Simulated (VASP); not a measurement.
# Y (P6_3/mmc) in VASP: single point with PBE

Aim: the single point of Y with PBE.

Everything below comes from runs of VASP 6.6.1. Logs are shortened: lines on timing, memory, paths and dates and some standing lists are left out, and cuts for length are marked.

**1. The cell of the first run**

Symmetry: P6_3/mmc, No. 194, hexagonal system. The conventional cell has a = 3.667 Å, b = 3.667 Å, c = 5.667 Å, α = 90.00°, β = 90.00°, γ = 120.00°. Within 4.6 Å of Y (site symmetry -6m2) lie 12 Y at 3.54 to 3.67 Å.

**2. Single point, PBE**

File INCAR:

```
PREC = Accurate
ENCUT = 500
EDIFF = 1E-6
ISMEAR = 0
SIGMA = 0.05
LREAL = False
LASPH = True
NELM = 120
ALGO = Normal
ISIF = 2
LWAVE = False
LCHARG = False
GGA = PE
NBANDS = 18
GGA_COMPAT = False
```

File KPOINTS:

```
Automatic mesh
0
Gamma
  6 6 4
```

File POSCAR:

```
Y
1.0
    3.6666960653      0.0000000000      0.0000000000
   -1.8333480327      3.1754519405      0.0000000000
    0.0000000000      0.0000000000      5.6666977174
Y
2
Direct
    0.3333333333      0.6666666667      0.7500000000
    0.6666666667      0.3333333333      0.2500000000
```

Potentials or basis: VASP PAW PBE potentials, release 64 (Y_sv).

Started as:

```
> cat potpaw_PBE.64/Y_sv/POTCAR > POTCAR
> mpirun -np 1 vasp_std > vasp.out
```

OUTCAR:

```text
PREC = Accurate
   ENCUT = 500
   EDIFF = 1E-6
   ISMEAR = 0
   LREAL = False
   LASPH = True
   NELM = 120
   ISIF = 2
   GGA = PE

 ion  position               nearest neighbor table
   1  0.333  0.667  0.750-   2 3.54   2 3.54   2 3.54   2 3.54   2 3.54   2 3.54
   2  0.667  0.333  0.250-   1 3.54   1 3.54   1 3.54   1 3.54   1 3.54   1 3.54

  LATTYP: Found a hexagonal cell.
 ALAT       =     3.6666960653
 C/A-ratio  =     1.5454506227

  Lattice vectors:

 A1 = (   3.6666960653,   0.0000000000,   0.0000000000)
 A2 = (  -1.8333480327,   3.1754519405,   0.0000000000)
 A3 = (   0.0000000000,   0.0000000000,   5.6666977174)

Analysis of symmetry for initial positions (statically):
=====================================================================
 Subroutine PRICEL returns:
 Original cell was already a primitive cell.

 Routine SETGRP: Setting up the symmetry group for a
 hexagonal supercell.

 Subroutine GETGRP returns: Found 24 space group operations
 (whereof 12 operations were pure point group operations)
 out of a pool of 24 trial point group operations.

The static configuration has the point symmetry D_3d.
 The point group associated with its full space group is D_6h.

Analysis of symmetry for dynamics (positions and initial velocities):
=====================================================================
 Subroutine PRICEL returns:
 Original cell was already a primitive cell.

 Routine SETGRP: Setting up the symmetry group for a
 hexagonal supercell.

 Subroutine GETGRP returns: Found 24 space group operations
 (whereof 12 operations were pure point group operations)
 out of a pool of 24 trial point group operations.

The dynamic configuration has the point symmetry D_3d.
 The point group associated with its full space group is D_6h.

 Subroutine INISYM returns: Found 24 space group operations
 (whereof 12 operations are pure point group operations),
 and found     1 'primitive' translations

----------------------------------------------------------------------------------------

                                     Primitive cell

  volume of cell :      65.9797

  direct lattice vectors                    reciprocal lattice vectors
     3.666696065  0.000000000  0.000000000     0.272725086  0.157457902  0.000000000
    -1.833348033  3.175451940  0.000000000     0.000000000  0.314915804  0.000000000
     0.000000000  0.000000000  5.666697717     0.000000000  0.000000000  0.176469621

  length of vectors
     3.666696065  3.666696065  5.666697717     0.314915804  0.314915804  0.176469621

  position of ions in fractional coordinates (direct lattice)
     0.333333333  0.666666667  0.750000000
     0.666666667  0.333333333  0.250000000

  ion indices of the primitive-cell ions
   primitive index   ion index
                 1           1
                 2           2

----------------------------------------------------------------------------------------

 KPOINTS: Automatic mesh

Automatic generation of k-mesh.
 Grid dimensions read from file:
 generate k-points for:    6    6    4

 Generating k-lattice:

  Cartesian coordinates                     Fractional coordinates (reciprocal lattice)
     0.045454181  0.026242984  0.000000000     0.166666667 -0.000000000  0.000000000
     0.000000000  0.052485967  0.000000000     0.000000000  0.166666667  0.000000000
     0.000000000  0.000000000  0.044117405     0.000000000  0.000000000  0.250000000

  Length of vectors
     0.052485967  0.052485967  0.044117405

  Shift w.r.t. Gamma in fractional coordinates (k-lattice)
     0.000000000  0.000000000  0.000000000

 Subroutine IBZKPT returns following result:
 ===========================================

 Found     21 irreducible k-points:

 Following reciprocal coordinates:
            Coordinates               Weight
  0.000000  0.000000  0.000000      1.000000
  0.166667  0.000000  0.000000      6.000000
  0.333333  0.000000  0.000000      6.000000
  0.500000  0.000000  0.000000      3.000000
  0.166667  0.166667  0.000000      6.000000
  0.333333  0.166667  0.000000     12.000000
[... 13 lines left out ...]
  0.333333  0.166667  0.500000     12.000000
  0.333333  0.333333  0.500000      2.000000
   k-points           NKPTS =     21   k-points in BZ     NKDIM =     21   number of bands    NBANDS=     18
   number of dos      NEDOS =    301   number of ions     NIONS =      2
   total plane-waves  NPLWV =  32928
   dimension x,y,z NGX =    28 NGY =   28 NGZ =   42
   dimension x,y,z NGXF=    56 NGYF=   56 NGZF=   84
   ions per type =               2
   NGX,Y,Z   is equivalent  to a cutoff of  12.70, 12.70, 12.32 a.u.
   NGXF,Y,Z  is equivalent  to a cutoff of  25.39, 25.39, 24.64 a.u.
 SYSTEM =  unknown system
   PREC   = accura    normal or accurate (medium, high low for compatibility)
   ISTART =      0    job   : 0-new  1-cont  2-samecut
   ICHARG =      2    charge: 1-file 2-atom 10-const
   ISPIN  =      1    spin polarized calculation?
   LNONCOLLINEAR =      F non collinear calculations
   LSORBIT =      F    spin-orbit coupling
   LASPH  =      T    aspherical Exc in radial PAW
   ENCUT  =  500.0 eV  36.75 Ry    6.06 a.u.   6.69  6.69 10.33*2*pi/ulx,y,z
   NELM   =    120;   NELMIN=  2; NELMDL= -5     # of ELM steps
   EDIFF  = 0.1E-05   stopping-criterion for ELM
   LREAL  =      F    real-space projection
   EDIFFG = 0.1E-04   stopping-criterion for IOM
   NSW    =      0    number of steps for IOM
   IBRION =     -1    ionic relax: 0-MD 1-quasi-New 2-CG
   NFREE  =      0    steps in history (QN), initial steepest desc. (CG)
   ISIF   =      2    stress and relaxation
   ISYM   =      2    0-nonsym 1-usesym 2-fastsym
   POTIM  = 0.5000    time-step for ionic-motion
   TEBEG  =    0.0;   TEEND  =   0.0 temperature during run
   PSTRESS=    0.0 pullay stress
   NELECT =      22.0000    total number of electrons
   NUPDOWN=      -1.0000    fix difference up-down
   EMIN   =  10.00;   EMAX   =-10.00  energy-range for DOS
   EFERMI =   0.00;   METHOD = LEGACY
   ISMEAR =     0;   SIGMA  =   0.05  broadening in eV -4-tet -1-fermi 0-gaus
   EFERMI_NEDOS =   21; number of points for ismear=-14 and -15
   IALGO  =     38    algorithm
   IMIX   =      4    mixing-type and parameters
     AMIX     =   0.40;   BMIX     =  1.00
     AMIX_MAG =   1.60;   BMIX_MAG =  1.00
  volume/ion in A,a.u.               =      32.99       222.63
  Fermi-wavevector in a.u.,A,eV,Ry     =   1.135217  2.145249 17.534068  1.288718
  Thomas-Fermi vector in A             =   2.271922
   LORBIT       =      0    0 simple, 1 ext, 2 COOP (PROOUT), +10 PAW based schemes
   GGA     = PE    functional components
   LHFCALC =     F    Hartree Fock is set to
   AEXX    =    0.0000 exact exchange contribution
   IVDW    =     0    specifies the selected vdW correction
   LEPSILON=     F    determine dielectric tensor
   LRPA    =     F    only Hartree local field effects (RPA)
 non-spin polarized calculation
 Gauss-broadening in eV      SIGMA  =   0.05
  energy-cutoff  :      500.00
  volume of cell :       65.98
 maximum number of plane-waves:      1701
 NGX is ok and might be reduce to    28
   NGX = 13   NGY = 13   NGZ = 21

 number of electron      22.0000000 magnetization

 Free energy of the ion-electron system (eV)
  ---------------------------------------------------
  ext. energy  EPLUGINS =         0.00000000
  ---------------------------------------------------
  free energy    TOTEN  =       -12.88460818 eV

  energy without entropy =      -12.88096197  energy(sigma->0) =      -12.88278507

 E-fermi :   3.0191     XC(G=0):  -9.4113

 val. band max:        2.9635400890   @ k =   0.3333   0.1667   0.2500
 cond. band min:       3.0375852774   @ k =   0.1667   0.1667   0.0000
 fundamental gap:      0.0740451884
 Fermi energy:         3.0191223180

 k-point     1 :       0.0000    0.0000    0.0000
  band No.  band energies     occupation
      1     -39.7363      2.00000
      2     -39.6603      2.00000
      3     -20.0062      2.00000
      4     -19.5496      2.00000
      5     -19.5496      2.00000
      6     -19.4548      2.00000
[... 10 lines left out ...]
     17       5.6707      0.00000
     18       5.6707      0.00000

 k-point     2 :       0.1667    0.0000    0.0000
  band No.  band energies     occupation
      1     -39.7238      2.00000
      2     -39.6568      2.00000
      3     -19.9591      2.00000
      4     -19.6366      2.00000
      5     -19.5796      2.00000
      6     -19.5453      2.00000
[... 10 lines left out ...]
     17       5.7629      0.00000
     18       5.8115      0.00000

 k-point     3 :       0.3333    0.0000    0.0000
  band No.  band energies     occupation
      1     -39.6962      2.00000
      2     -39.6524      2.00000
      3     -19.8436      2.00000
      4     -19.8124      2.00000
      5     -19.7146      2.00000
      6     -19.6353      2.00000
[... 10 lines left out ...]
     17       6.8898      0.00000
     18       7.0809      0.00000

 k-point     4 :       0.5000    0.0000    0.0000
  band No.  band energies     occupation
      1     -39.6787      2.00000
      2     -39.6538      2.00000
      3     -19.9006      2.00000
      4     -19.7943      2.00000
      5     -19.7568      2.00000
      6     -19.6618      2.00000
[... 312 lines left out ...]
      4     -19.8305      2.00000
      5     -19.5926      2.00000
      6     -19.5926      2.00000
[... 10 lines left out ...]
     17       7.2127      0.00000
     18       7.2127      0.00000

 k-point    20 :       0.3333    0.1667    0.5000
  band No.  band energies     occupation
      1     -39.6663      2.00000
      2     -39.6663      2.00000
      3     -19.9119      2.00000
      4     -19.9119      2.00000
      5     -19.6575      2.00000
      6     -19.6575      2.00000
[... 10 lines left out ...]
     17       7.7659      0.00000
     18       7.7659      0.00000

 k-point    21 :       0.3333    0.3333    0.5000
  band No.  band energies     occupation
      1     -39.6622      2.00000
      2     -39.6622      2.00000
      3     -19.8883      2.00000
      4     -19.8883      2.00000
      5     -19.7420      2.00000
      6     -19.7420      2.00000
[... 10 lines left out ...]
     17       7.4103      0.00000
     18       7.4103      0.00000

------------------------ aborting loop because EDIFF is reached ----------------------------------------

  FORCE on cell =-STRESS in cart. coord.  units (eV):
  Direction    XX          YY          ZZ          XY          YZ          ZX
  --------------------------------------------------------------------------------------
  -------------------------------------------------------------------------------------
  Total       -0.0071787     -0.0071787     -0.1094123      0.0000000      0.0000000     -0.0000000
  in kB       -0.1743203     -0.1743203     -2.6568445      0.0000000      0.0000000     -0.0000000
  external PRESSURE =      -1.0018284 kB  Pullay stress =       0.0000000 kB

 VOLUME and BASIS-vectors are now :
 -----------------------------------------------------------------------------
  energy-cutoff  :      500.00
  volume of cell :       65.98
      direct lattice vectors                 reciprocal lattice vectors
     3.666696065  0.000000000  0.000000000     0.272725086  0.157457902  0.000000000
    -1.833348033  3.175451940  0.000000000     0.000000000  0.314915804  0.000000000
     0.000000000  0.000000000  5.666697717     0.000000000  0.000000000  0.176469621

 POSITION                                       TOTAL-FORCE (eV/Angst)
 -----------------------------------------------------------------------------------
     -0.00000      2.11697      4.25002        -0.000000      0.000000      0.000000
      1.83335      1.05848      1.41667         0.000000     -0.000000      0.000000
 -----------------------------------------------------------------------------------
    total drift:                               -0.000000      0.000000     -0.000000

  FREE ENERGIE OF THE ION-ELECTRON SYSTEM (eV)
  ---------------------------------------------------
  free  energy   TOTEN  =       -12.8846081816 eV

  energy  without entropy=      -12.8809619668  energy(sigma->0) =      -12.88278507
```

Wall time 39 s (1 thread of AMD EPYC 7R43 (Zen 3), shared host); peak memory 0.16 GiB.

What came out:

```
Free energy            : -12.8846 eV
Pressure               : -0.1 GPa
Band gap on the k mesh : zero (bands 11 and 12 overlap by 1.48 eV)
```

Levels at points of the mesh, in eV from the Fermi level:
| k point | band 9 | band 10 | band 11 | band 12 | band 13 | band 14 |
| --- | --- | --- | --- | --- | --- | --- |
| (0.00, 0.00, 0.00) | -4.72 | -1.87 | 0.93 | 1.67 | 1.67 | 2.10 |
| (0.50, 0.00, 0.00) | -1.73 | -1.22 | -0.83 | -0.20 | 1.36 | 1.41 |
| (0.00, 0.00, 0.50) | -3.26 | -3.26 | 0.96 | 0.96 | 1.57 | 1.57 |
| (0.50, 0.00, 0.50) | -1.68 | -1.68 | 0.05 | 0.05 | 1.33 | 1.33 |
